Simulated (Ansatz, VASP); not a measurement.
# AlN in VASP and in Ansatz

INCAR

```
  PREC = Accurate
  ENCUT = 520
  EDIFF = 1E-7
  ISMEAR = -1
  SIGMA = 0.02
  LREAL = False
  LASPH = True
  NELM = 60
  ALGO = Normal
  ISIF = 2
  LWAVE = False
  LCHARG = False
  GGA = PE
  NBANDS = 11
```

The input KPOINTS:

```
regular mesh
0
Gamma
  10 10 10
```

POSCAR

```
AlN
1.0
    0.0580084706      2.1848764830      2.1848764830
    2.1848764830      0.0580084706      2.1848764830
    2.2428849536      2.2428849536      0.0000000000
Al N
1 1
Direct
   -0.0034687493     -0.0034687493      0.0034687493
    0.7534687493      0.7534687493      0.7465312507
```

Input for Ansatz:

```yaml
crystal:
  lattice:
    - [0.0580084706, 2.184876483, 2.184876483]
    - [2.184876483, 0.0580084706, 2.184876483]
    - [2.2428849536, 2.2428849536, 0.0]
  atoms:
    - { symbol: Al, position: [-0.0034687493, -0.0034687493, 0.0034687493] }
    - { symbol: "N", position: [0.7534687493, 0.7534687493, 0.7465312507] }
kpoints:
  mp_grid: { grid: [10, 10, 10] }
  band_path:
    path:
      - [0.0, 0.0, 0.0]
      - [-0.5, -0.5, 0.0]
      - [-0.375, -0.375, 0.25]
      - [-0.375, 0.0, 0.375]
      - [0.0, 0.0, 0.5]
      - [-0.5, -0.25, 0.25]
    npoints: 1
hamiltonian:
  xc: pbe
scf:
  occupations: { method: fermi_dirac, width: 0.02 }
  n_extra_bands: 4
output:
  forces: true
  stress: true
  eigenvalues: true
```

Change from the starting cell: shear_xy strain +5.3%.

Alike in both runs: task single point; functional PBE; k mesh 10 × 10 × 10; occupations fermi-dirac, width 0.02 eV; no spin polarisation.

|  | VASP | Ansatz |
| --- | --- | --- |
| version | VASP 6.6.1 | Ansatz 0.2.0 |
| potentials or method | VASP PAW PBE potentials, release 64 (Al, N) | plane waves, PAW |
| plane-wave cutoff (eV) | 520 | 420 |
| valence electrons in the cell | 8 | 8 |

|  | VASP | Ansatz | Ansatz less VASP |
| --- | --- | --- | --- |
| gap on the k mesh at the Fermi level (eV) | 3.00 | 3.01 | +0.009 |
| pressure (GPa) | 4.6 | 4.8 | +0.26 |
| traceless stress, the component that is largest in VASP (GPa) | -10.02 | -9.94 | +0.087 |
| rms of the force components (eV/Å) | 0.026 | 0.026 | -0.0007 |

Atom by atom the forces differ by 0.001 eV/Å (rms over components).
